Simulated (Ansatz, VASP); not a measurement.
# Two plane-wave programs on Ni

The input POSCAR:

```
Ni
1.0
    2.4216200000      0.0137900000      0.0209800000
   -1.1988700000      2.0656600000      0.0123000000
    0.0349100000      0.0437800000      3.9960600000
Ni
2
Direct
    0.3333333333      0.6968100000      0.2530300000
    0.6538500000      0.3664800000      0.7630500000
```

Contents of INCAR.step1:

```
ALGO     = Normal         # electronic algorithm
EDIFF    = 1E-4           # SCF threshold, eV
ENCUT    = 520            # plane-wave cutoff, eV
GGA      = PE             # functional
ISMEAR   = -1             # smearing method
ISPIN    = 2              # spin polarisation
LASPH    = True           # aspherical terms in the spheres
LCHARG   = False          # write CHGCAR
LMAXMIX  = 4              # l up to which the mixer works
LREAL    = False          # projectors in reciprocal space
LWAVE    = True           # write WAVECAR
MAGMOM   = 1 1            # initial moments
NBANDS   = 21             # bands
NELM     = 150            # most SCF steps
PREC     = Accurate       # precision mode
SIGMA    = 0.1            # smearing width, eV
```

File INCAR.step2:

```
ALGO     = Normal         # electronic algorithm
EDIFF    = 1E-7           # SCF threshold, eV
ENCUT    = 520            # plane-wave cutoff, eV
ISIF     = 2              # what is computed and relaxed
ISMEAR   = -1             # smearing method
ISPIN    = 2              # spin polarisation
ISTART   = 1            
LASPH    = True           # aspherical terms in the spheres
LCHARG   = False          # write CHGCAR
LMAXMIX  = 4              # l up to which the mixer works
LMIXTAU  = True         
LORBIT   = 11             # projections on sites
LREAL    = False          # projectors in reciprocal space
LWAVE    = False          # write WAVECAR
MAGMOM   = 1 1            # initial moments
METAGGA  = R2SCAN         # meta-GGA
NBANDS   = 21             # bands
NELM     = 150            # most SCF steps
PREC     = Accurate       # precision mode
SIGMA    = 0.1            # smearing width, eV
```

KPOINTS

```
k-points
0
Gamma
  9 9 5
```

Input for Ansatz:

```yaml
crystal:
  lattice:
    - [2.42162, 0.01379, 0.02098]
    - [-1.19887, 2.06566, 0.0123]
    - [0.03491, 0.04378, 3.99606]
  atoms:
    - { symbol: Ni, position: [0.3333333333333333, 0.69681, 0.25303], spin: 1.0 }
    - { symbol: Ni, position: [0.65385, 0.36648, 0.76305], spin: 1.0 }
basis:
  ecutwfc: 650.0
  xc_grid: 2
kpoints:
  mp_grid:
    grid: [9, 9, 5]
hamiltonian:
  xc: r2scan
magnetization:
  spin_polarized: true
scf:
  convergence:
    dr2_threshold: 1.0e-09
  occupations:
    method: fermi_dirac
    width: 0.1
output:
  forces: true
  stress: true
```

Alike in both runs: task single point; functional r2SCAN; k mesh 9 × 9 × 5; occupations fermi-dirac, width 0.1 eV; collinear spin.

|  | VASP | Ansatz |
| --- | --- | --- |
| version | VASP 6.6.1 | Ansatz 0.2.0 |
| potentials or method | VASP PAW PBE potentials, release 64 (Ni), cutoff 520 eV | plane waves, PAW |
| valence electrons in the cell | 20 | 36 |

|  | VASP | Ansatz | Ansatz less VASP |
| --- | --- | --- | --- |
| pressure (GPa) | 12.7 | 12.6 | -0.17 |
| traceless stress, the component that is largest in VASP (GPa) | -2.05 | -2.03 | +0.018 |
| rms of the force components (eV/Å) | 0.278 | 0.274 | -0.0042 |
| net moment per atom (μB) | 0.61 | 0.65 | +0.031 |
| size of the moment on the site where the two differ most (μB) | 0.63 | 0.71 | +0.082 |

VASP's potentials were made for PBE, not for r2SCAN. Site moments also hang on the region over which each program counts them. Atom by atom the forces differ by 0.004 eV/Å (rms over components). With one functional, cell and mesh, what is left measures potentials, basis and numerics. VASP's potentials hold 20 valence electrons a cell and Ansatz's 36, so a difference there can come from the potentials and not from the codes. Ansatz's warnings: stability check not made, stress scf threshold loose.
